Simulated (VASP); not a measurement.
# Ta2Si2O in VASP: notebook

Runs on Ta2Si2O. Level: PBE. Tasks: single point.

All numbers are computed with VASP 6.6.1; they aren't measurements. Logs are shortened: lines on timing, memory, paths and dates and some standing lists are left out, and cuts for length are marked.

## 1. The cell of the first run

The cell holds a sheet with vacuum, 5 atoms: a = 4.226 Å, b = 4.226 Å, c = 32.349 Å, α = 90.00°, β = 90.00°, γ = 90.00°.

## 2. Single point, PBE

Contents of INCAR:

```
SYSTEM = Ta2Si2O
PREC = Accurate
ENCUT = 520
EDIFF = 1E-7
ISMEAR = 0
SIGMA = 0.1
LREAL = .False.
LASPH = .True.
NELM = 100
ALGO = Normal
ISIF = 2
LWAVE = .False.
LCHARG = .True.
LDIPOL = .True.
IDIPOL = 3
DIPOL = 0.5 0.5 0.294
GGA = PE
LELF = .True.
LVHAR = .True.
LVACPOTAV = .True.
NBANDS = 26
```

Contents of KPOINTS:

```
regular mesh
0
Gamma
  10 10 1
  0 0 0
```

Contents of POSCAR:

```
Ta2Si2O
1.0
    4.2258807590      0.0000000000      0.0000000000
    0.0000000000      4.2258807590      0.0000000000
    0.0000000000      0.0000000000     32.3490036400
Ta Si O
2 2 1
Direct
    0.0000000000      0.5000000000      0.2936721052
    0.5000000000      0.0000000000      0.2936721052
    0.0000000000      0.0000000000      0.3418706472
    0.0000000000      0.0000000000      0.2454735632
    0.5000000000      0.5000000000      0.2936721052
```

Potentials or basis: VASP PAW PBE potentials, release 64 (Ta_pv, Si, O).

Command:

```sh
$ cat potpaw_PBE.64/Ta_pv/POTCAR potpaw_PBE.64/Si/POTCAR potpaw_PBE.64/O/POTCAR > POTCAR
$ mpirun -np 1 vasp_std > vasp.out
```

OUTCAR:

```text
SYSTEM = Ta2Si2O
   PREC = Accurate
   ENCUT = 520
   EDIFF = 1E-7
   ISMEAR = 0
   LREAL = .False.
   LASPH = .True.
   NELM = 100
   ISIF = 2
   GGA = PE

 ion  position               nearest neighbor table
   1  0.000  0.500  0.294-   5 2.11   5 2.11   3 2.63   3 2.63   4 2.63   4 2.63   2 2.99   2 2.99
                             2 2.99   2 2.99
   2  0.500  0.000  0.294-   5 2.11   5 2.11   3 2.63   3 2.63   4 2.63   4 2.63   1 2.99   1 2.99
                             1 2.99   1 2.99
   3  0.000  0.000  0.342-   1 2.63   2 2.63   1 2.63   2 2.63   4 3.12
   4  0.000  0.000  0.245-   1 2.63   2 2.63   1 2.63   2 2.63   3 3.12
   5  0.500  0.500  0.294-   1 2.11   2 2.11   2 2.11   1 2.11

  LATTYP: Found a simple tetragonal cell.
 ALAT       =     4.2258807590
 C/A-ratio  =     7.6549731251

  Lattice vectors:

 A1 = (   4.2258807590,   0.0000000000,   0.0000000000)
 A2 = (   0.0000000000,   4.2258807590,   0.0000000000)
 A3 = (   0.0000000000,   0.0000000000,  32.3490036400)

Analysis of symmetry for initial positions (statically):
=====================================================================
 Subroutine PRICEL returns:
 Original cell was already a primitive cell.

 Routine SETGRP: Setting up the symmetry group for a
 simple tetragonal supercell.

 Subroutine GETGRP returns: Found 16 space group operations
 (whereof  8 operations were pure point group operations)
 out of a pool of 16 trial point group operations.

The static configuration has the point symmetry C_4v.
 The point group associated with its full space group is D_4h.

Analysis of symmetry for dynamics (positions and initial velocities):
=====================================================================
 Subroutine PRICEL returns:
 Original cell was already a primitive cell.

 Routine SETGRP: Setting up the symmetry group for a
 simple tetragonal supercell.

 Subroutine GETGRP returns: Found 16 space group operations
 (whereof  8 operations were pure point group operations)
 out of a pool of 16 trial point group operations.

The dynamic configuration has the point symmetry C_4v.
 The point group associated with its full space group is D_4h.

 Subroutine INISYM returns: Found 16 space group operations
 (whereof  8 operations are pure point group operations),
 and found     1 'primitive' translations

----------------------------------------------------------------------------------------

                                     Primitive cell

  volume of cell :     577.6907

  direct lattice vectors                    reciprocal lattice vectors
     4.225880759  0.000000000  0.000000000     0.236637060  0.000000000  0.000000000
     0.000000000  4.225880759  0.000000000     0.000000000  0.236637060  0.000000000
     0.000000000  0.000000000 32.349003640     0.000000000  0.000000000  0.030912853

  length of vectors
     4.225880759  4.225880759 32.349003640     0.236637060  0.236637060  0.030912853

  position of ions in fractional coordinates (direct lattice)
     0.000000000  0.500000000  0.293672105
     0.500000000  0.000000000  0.293672105
     0.000000000  0.000000000  0.341870647
     0.000000000  0.000000000  0.245473563
     0.500000000  0.500000000  0.293672105

  ion indices of the primitive-cell ions
   primitive index   ion index
                 1           1
                 2           2
                 3           3
                 4           4
                 5           5

----------------------------------------------------------------------------------------

 KPOINTS: regular mesh

Automatic generation of k-mesh.
 Grid dimensions read from file:
 generate k-points for:   10   10    1

 Generating k-lattice:

  Cartesian coordinates                     Fractional coordinates (reciprocal lattice)
     0.023663706  0.000000000  0.000000000     0.100000000  0.000000000  0.000000000
     0.000000000  0.023663706  0.000000000     0.000000000  0.100000000  0.000000000
     0.000000000  0.000000000  0.030912853     0.000000000  0.000000000  1.000000000

  Length of vectors
     0.023663706  0.023663706  0.030912853

  Shift w.r.t. Gamma in fractional coordinates (k-lattice)
     0.000000000  0.000000000  0.000000000

 Subroutine IBZKPT returns following result:
 ===========================================

 Found     21 irreducible k-points:

 Following reciprocal coordinates:
            Coordinates               Weight
  0.000000  0.000000  0.000000      1.000000
  0.100000  0.000000  0.000000      4.000000
  0.200000  0.000000  0.000000      4.000000
  0.300000  0.000000  0.000000      4.000000
  0.400000  0.000000  0.000000      4.000000
  0.500000  0.000000  0.000000      2.000000
[... 13 lines left out ...]
  0.500000  0.400000  0.000000      4.000000
  0.500000  0.500000  0.000000      1.000000
   k-points           NKPTS =     21   k-points in BZ     NKDIM =     21   number of bands    NBANDS=     26
   number of dos      NEDOS =    301   number of ions     NIONS =      5
   total plane-waves  NPLWV = 256000
   dimension x,y,z NGX =    32 NGY =   32 NGZ =  250
   dimension x,y,z NGXF=    64 NGYF=   64 NGZF=  500
   ions per type =               2   2   1
   NGX,Y,Z   is equivalent  to a cutoff of  12.59, 12.59, 12.85 a.u.
   NGXF,Y,Z  is equivalent  to a cutoff of  25.18, 25.18, 25.70 a.u.
 SYSTEM =  Ta2Si2O
   PREC   = accura    normal or accurate (medium, high low for compatibility)
   ISTART =      0    job   : 0-new  1-cont  2-samecut
   ICHARG =      2    charge: 1-file 2-atom 10-const
   ISPIN  =      1    spin polarized calculation?
   LNONCOLLINEAR =      F non collinear calculations
   LSORBIT =      F    spin-orbit coupling
   LASPH  =      T    aspherical Exc in radial PAW
   ENCUT  =  520.0 eV  38.22 Ry    6.18 a.u.   7.86  7.86 60.15*2*pi/ulx,y,z
   NELM   =    100;   NELMIN=  2; NELMDL= -5     # of ELM steps
   EDIFF  = 0.1E-06   stopping-criterion for ELM
   LREAL  =      F    real-space projection
   EDIFFG = 0.1E-05   stopping-criterion for IOM
   NSW    =      0    number of steps for IOM
   IBRION =     -1    ionic relax: 0-MD 1-quasi-New 2-CG
   NFREE  =      0    steps in history (QN), initial steepest desc. (CG)
   ISIF   =      2    stress and relaxation
   ISYM   =      2    0-nonsym 1-usesym 2-fastsym
   POTIM  = 0.5000    time-step for ionic-motion
   TEBEG  =    0.0;   TEEND  =   0.0 temperature during run
   PSTRESS=    0.0 pullay stress
   NELECT =      36.0000    total number of electrons
   NUPDOWN=      -1.0000    fix difference up-down
   EMIN   =  10.00;   EMAX   =-10.00  energy-range for DOS
   EFERMI =   0.00;   METHOD = LEGACY
   ISMEAR =     0;   SIGMA  =   0.10  broadening in eV -4-tet -1-fermi 0-gaus
   EFERMI_NEDOS =   21; number of points for ismear=-14 and -15
   IALGO  =     38    algorithm
   IMIX   =      4    mixing-type and parameters
     AMIX     =   0.40;   BMIX     =  1.00
     AMIX_MAG =   1.60;   BMIX_MAG =  1.00
  volume/ion in A,a.u.               =     115.54       779.69
  Fermi-wavevector in a.u.,A,eV,Ry     =   0.649049  1.226524  5.731645  0.421264
  Thomas-Fermi vector in A             =   1.717879
   LORBIT       =      0    0 simple, 1 ext, 2 COOP (PROOUT), +10 PAW based schemes
   GGA     = PE    functional components
   LHFCALC =     F    Hartree Fock is set to
   AEXX    =    0.0000 exact exchange contribution
   IVDW    =     0    specifies the selected vdW correction
   LEPSILON=     F    determine dielectric tensor
   LRPA    =     F    only Hartree local field effects (RPA)
 non-spin polarized calculation
 Gauss-broadening in eV      SIGMA  =   0.10
  energy-cutoff  :      520.00
  volume of cell :      577.69
 maximum number of plane-waves:     15620
 NGX is ok and might be reduce to    32
   NGX = 15   NGY = 15   NGZ =121

 dipolmoment           0.000000      0.000000      0.000000 electrons x Angstroem

 number of electron      35.9999995 magnetization

 dipolmoment           0.000000      0.000000     -0.000001 electrons x Angstroem

 Free energy of the ion-electron system (eV)
  ---------------------------------------------------
  ext. energy  EPLUGINS =         0.00000000
  ---------------------------------------------------
  free energy    TOTEN  =       -40.43141596 eV

  energy without entropy =      -40.40849195  energy(sigma->0) =      -40.41995396

 E-fermi :  -2.8696     XC(G=0):  -2.0998

 val. band max:       -2.8777118918   @ k =   0.5000   0.0000   0.0000
 cond. band min:      -2.8692977447   @ k =   0.5000   0.2000   0.0000
 fundamental gap:      0.0084141471
 Fermi energy:        -2.8695837773

 k-point     1 :       0.0000    0.0000    0.0000
  band No.  band energies     occupation
      1     -38.5091      2.00000
      2     -38.5091      2.00000
      3     -38.2126      2.00000
      4     -38.0879      2.00000
      5     -37.7690      2.00000
      6     -37.7690      2.00000
[... 18 lines left out ...]
     25       0.5047      0.00000
     26       1.2466      0.00000

 k-point     2 :       0.1000    0.0000    0.0000
  band No.  band energies     occupation
      1     -38.5072      2.00000
      2     -38.5012      2.00000
      3     -38.2094      2.00000
      4     -38.0908      2.00000
      5     -37.7803      2.00000
      6     -37.7776      2.00000
[... 18 lines left out ...]
     25       0.7805      0.00000
     26       1.3385      0.00000

 k-point     3 :       0.2000    0.0000    0.0000
  band No.  band energies     occupation
      1     -38.5018      2.00000
      2     -38.4798      2.00000
      3     -38.2001      2.00000
      4     -38.0992      2.00000
      5     -37.8103      2.00000
      6     -37.8011      2.00000
[... 485 lines left out ...]
 k-point    20 :       0.5000    0.4000    0.0000
  band No.  band energies     occupation
      1     -38.8504      2.00000
      2     -38.1815      2.00000
      3     -38.1468      2.00000
      4     -38.1468      2.00000
      5     -38.0817      2.00000
      6     -37.5820      2.00000
[... 18 lines left out ...]
     25       1.1926      0.00000
     26       1.4033      0.00000

 k-point    21 :       0.5000    0.5000    0.0000
  band No.  band energies     occupation
      1     -38.8716      2.00000
      2     -38.1969      2.00000
      3     -38.1466      2.00000
      4     -38.1466      2.00000
      5     -38.0640      2.00000
      6     -37.5666      2.00000
[... 18 lines left out ...]
     25       1.2756      0.00000
     26       1.2756      0.00000

------------------------ aborting loop because EDIFF is reached ----------------------------------------

 vacuum level on the upper side and lower side of the slab       (xc-potential included)        -0.147        -0.143

  FORCE on cell =-STRESS in cart. coord.  units (eV):
  Direction    XX          YY          ZZ          XY          YZ          ZX
  --------------------------------------------------------------------------------------
  -------------------------------------------------------------------------------------
  Total        0.1151906      0.1151906      0.0165109      0.0000000     -0.0000000      0.0000000
  in kB        0.3194716      0.3194716      0.0457916      0.0000000     -0.0000000      0.0000000
  external PRESSURE =       0.2282449 kB  Pullay stress =       0.0000000 kB

 VOLUME and BASIS-vectors are now :
 -----------------------------------------------------------------------------
  energy-cutoff  :      520.00
  volume of cell :      577.69
      direct lattice vectors                 reciprocal lattice vectors
     4.225880759  0.000000000  0.000000000     0.236637060  0.000000000  0.000000000
     0.000000000  4.225880759  0.000000000     0.000000000  0.236637060  0.000000000
     0.000000000  0.000000000 32.349003640     0.000000000  0.000000000  0.030912853

 POSITION                                       TOTAL-FORCE (eV/Angst)
 -----------------------------------------------------------------------------------
      0.00000      2.11294      9.50000         0.000000     -0.000000      0.000000
      2.11294      0.00000      9.50000        -0.000000     -0.000000      0.000000
      0.00000      0.00000     11.05917        -0.000000     -0.000000      0.017348
      0.00000      0.00000      7.94083        -0.000000     -0.000000     -0.017348
      2.11294      2.11294      9.50000        -0.000000      0.000000      0.000000
 -----------------------------------------------------------------------------------
    total drift:                                0.000000      0.000000     -0.000068

  FREE ENERGIE OF THE ION-ELECTRON SYSTEM (eV)
  ---------------------------------------------------
  free  energy   TOTEN  =       -40.4314159575 eV

  energy  without entropy=      -40.4084919525  energy(sigma->0) =      -40.41995396

 vacuum level on the upper side and lower side of the slab         1.551         1.551
```

It took 7.6 min on 1 thread of Intel Xeon Platinum 8259CL at 2.50GHz (Skylake/Cascade Lake), shared host; peak memory 0.74 GiB.

Results:

```
Free energy                     : -40.4314 eV
Largest force                   : 0.017 eV/Å
Band gap on the k mesh          : zero (band 18 reaches -2.50 eV, above the bottom of band 19 at -3.52 eV)
Work function of the upper face : 4.42 eV
Work function of the lower face : 4.42 eV
```

Forces in eV/Å, atoms in the order of the input:
```
Ta   0.000  0.000  0.000
Ta   0.000  0.000  0.000
Si   0.000  0.000  0.017
Si   0.000  0.000 -0.017
O    0.000  0.000  0.000
```

Levels at points of the mesh, in eV from the Fermi level:
| k point | band 16 | band 17 | band 18 | band 19 | band 20 | band 21 |
| --- | --- | --- | --- | --- | --- | --- |
| (0.00, 0.00, 0.00) | -3.17 | 0.15 | 0.21 | 0.21 | 0.94 | 1.21 |
| (0.50, 0.00, 0.00) | -2.10 | -0.92 | -0.22 | -0.18 | -0.01 | 0.91 |
| (0.50, 0.50, 0.00) | -0.87 | -0.87 | -0.65 | -0.65 | -0.21 | 1.20 |

Caveat: spin-orbit coupling is left out, which moves the levels of the heavy elements.

## 3. Single point, PBE

This run uses another cell than the first one, of 111.95 Å³/atom, 0.969 times its volume.

Contents of INCAR:

```
ALGO = Normal
DIPOL = 0.5 0.5 0.294
EDIFF = 1E-6
ENCUT = 520
GGA = PE
IDIPOL = 3
ISIF = 2
ISMEAR = 0
LASPH = True
LCHARG = False
LDIPOL = True
LREAL = False
LWAVE = False
NBANDS = 26
NELM = 100
PREC = Accurate
SIGMA = 0.1
```

Contents of KPOINTS:

```
k-points
0
Gamma
  10 10 1
```

Contents of POSCAR:

```
Ta2Si2O
1.0
    4.1597695932      0.0000000000      0.0000000000
    0.0000000000      4.1597695932      0.0000000000
    0.0000000000      0.0000000000     32.3490036400
Ta Si O
2 2 1
Direct
    0.0000000000      0.5000000000      0.2936721052
    0.5000000000      0.0000000000      0.2936721052
    0.0000000000      0.0000000000      0.3451503874
    0.0000000000      0.0000000000      0.2421938230
    0.5000000000      0.5000000000      0.2936721052
```

Potentials or basis: VASP PAW PBE potentials, release 64 (Ta_pv, Si, O).

Command:

```sh
$ cat potpaw_PBE.64/Ta_pv/POTCAR potpaw_PBE.64/Si/POTCAR potpaw_PBE.64/O/POTCAR > POTCAR
$ mpirun -np 1 vasp_std > vasp.out
```

OUTCAR:

```text
EDIFF = 1E-6
   ENCUT = 520
   GGA = PE
   ISIF = 2
   ISMEAR = 0
   LASPH = True
   LREAL = False
   NELM = 100
   PREC = Accurate

 ion  position               nearest neighbor table
   1  0.000  0.500  0.294-   5 2.08   5 2.08   3 2.66   3 2.66   4 2.66   4 2.66   2 2.94   2 2.94
                             2 2.94   2 2.94
   2  0.500  0.000  0.294-   5 2.08   5 2.08   3 2.66   3 2.66   4 2.66   4 2.66   1 2.94   1 2.94
                             1 2.94   1 2.94
   3  0.000  0.000  0.345-   1 2.66   2 2.66   1 2.66   2 2.66
   4  0.000  0.000  0.242-   1 2.66   2 2.66   1 2.66   2 2.66
   5  0.500  0.500  0.294-   1 2.08   2 2.08   2 2.08   1 2.08

  LATTYP: Found a simple tetragonal cell.
[... 816 lines left out ...]
  Total        1.3540877      1.3540877     -0.7933385      0.0000000      0.0000000     -0.0000000
  in kB        3.8757692      3.8757692     -2.2707519      0.0000000      0.0000000     -0.0000000
  external PRESSURE =       1.8269288 kB  Pullay stress =       0.0000000 kB

 VOLUME and BASIS-vectors are now :
 -----------------------------------------------------------------------------
  energy-cutoff  :      520.00
  volume of cell :      559.76
      direct lattice vectors                 reciprocal lattice vectors
     4.159769593  0.000000000  0.000000000     0.240397930  0.000000000  0.000000000
     0.000000000  4.159769593  0.000000000     0.000000000  0.240397930  0.000000000
     0.000000000  0.000000000 32.349003640     0.000000000  0.000000000  0.030912853

 POSITION                                       TOTAL-FORCE (eV/Angst)
 -----------------------------------------------------------------------------------
      0.00000      2.07988      9.50000         0.000000      0.000000     -0.000000
      2.07988      0.00000      9.50000         0.000000      0.000000     -0.000000
      0.00000      0.00000     11.16527         0.000000      0.000000     -0.226906
      0.00000      0.00000      7.83473         0.000000      0.000000      0.226906
      2.07988      2.07988      9.50000         0.000000      0.000000      0.000000
 -----------------------------------------------------------------------------------
    total drift:                                0.000000      0.000000     -0.000053

  FREE ENERGIE OF THE ION-ELECTRON SYSTEM (eV)
  ---------------------------------------------------
  free  energy   TOTEN  =       -40.3888554109 eV

  energy  without entropy=      -40.3666406104  energy(sigma->0) =      -40.37774801

 vacuum level on the upper side and lower side of the slab         1.607         1.607
```

Run time: 7 min. Hardware: 1 thread of Intel Xeon Platinum 8259CL at 2.50GHz (Skylake/Cascade Lake), shared host; peak memory 0.73 GiB.

Results:

```
Free energy            : -40.3889 eV
Largest force          : 0.227 eV/Å
Band gap on the k mesh : zero (band 18 reaches -2.31 eV, above the bottom of band 19 at -3.54 eV)
```

Forces on the atoms (eV/Å):
```
Ta   0.000  0.000  0.000
Ta   0.000  0.000  0.000
Si   0.000  0.000 -0.227
Si   0.000  0.000  0.227
O    0.000  0.000  0.000
```

Caveat: spin-orbit coupling is left out, which moves the levels of the heavy elements.

## 4. Single point, PBE, collinear spin, ferromagnetic start

This run uses another cell than the first one, of 111.95 Å³/atom, 0.969 times its volume.

Contents of INCAR:

```
SYSTEM = Ta2Si2O
PREC = Accurate
ENCUT = 520
EDIFF = 1E-7
ISMEAR = 0
SIGMA = 0.1
LREAL = .False.
LASPH = .True.
NELM = 150
ALGO = Normal
ISIF = 2
LWAVE = .False.
LCHARG = .False.
ISPIN = 2
MAGMOM = 1 1 0 0 0
LORBIT = 11
LMAXMIX = 4
LDIPOL = .True.
IDIPOL = 3
DIPOL = 0.5 0.5 0.294
GGA = PE
NBANDS = 30
```

Contents of KPOINTS:

```
regular mesh
0
Gamma
  4 4 1
  0 0 0
```

POSCAR is that of step 3.

Command:

```sh
$ cat potpaw_PBE.64/Ta_pv/POTCAR potpaw_PBE.64/Si/POTCAR potpaw_PBE.64/O/POTCAR > POTCAR
$ mpirun -np 1 vasp_std > vasp.out
```

It took 9.6 min on 1 thread of Intel Xeon Platinum 8259CL at 2.50GHz (Skylake/Cascade Lake), shared host; peak memory 0.86 GiB.

The run converged. Its results:

```
Free energy                                           : -40.5762 eV
Largest force                                         : 0.004 eV/Å
Band gap on the k mesh                                : zero (filled and empty bands overlap)
Net moment                                            : 0.00 μB per cell
Valence electrons inside the program's atomic spheres : Ta 8.89; Si 1.64; O 5.09
```

Forces in eV/Å, atoms in the order of the input:
```
Ta   0.000  0.000  0.000
Ta   0.000  0.000  0.000
Si   0.000  0.000 -0.004
Si   0.000  0.000  0.004
O    0.000  0.000  0.000
```

Levels at points of the mesh, in eV from the Fermi level:
Spin up:
| k point | band 16 | band 17 | band 18 | band 19 | band 20 | band 21 |
| --- | --- | --- | --- | --- | --- | --- |
| (0.00, 0.00, 0.00) | -3.03 | 0.28 | 0.49 | 0.49 | 0.77 | 0.94 |
| (0.50, 0.00, 0.00) | -1.84 | -0.94 | -0.37 | -0.11 | 0.26 | 0.89 |
| (0.50, 0.50, 0.00) | -0.88 | -0.75 | -0.60 | -0.60 | -0.42 | 1.39 |
Spin down:
```csv
k point,band 16,band 17,band 18,band 19,band 20,band 21
"(0.00, 0.00, 0.00)",-3.03,0.28,0.49,0.49,0.77,0.94
"(0.50, 0.00, 0.00)",-1.84,-0.94,-0.37,-0.11,0.26,0.89
"(0.50, 0.50, 0.00)",-0.88,-0.75,-0.60,-0.60,-0.42,1.39
```

Caveat: the k points lie up to 0.38 Å⁻¹ apart; spin-orbit coupling is left out, which moves the levels of the heavy elements.

(Part 1 of 2 ends here.)
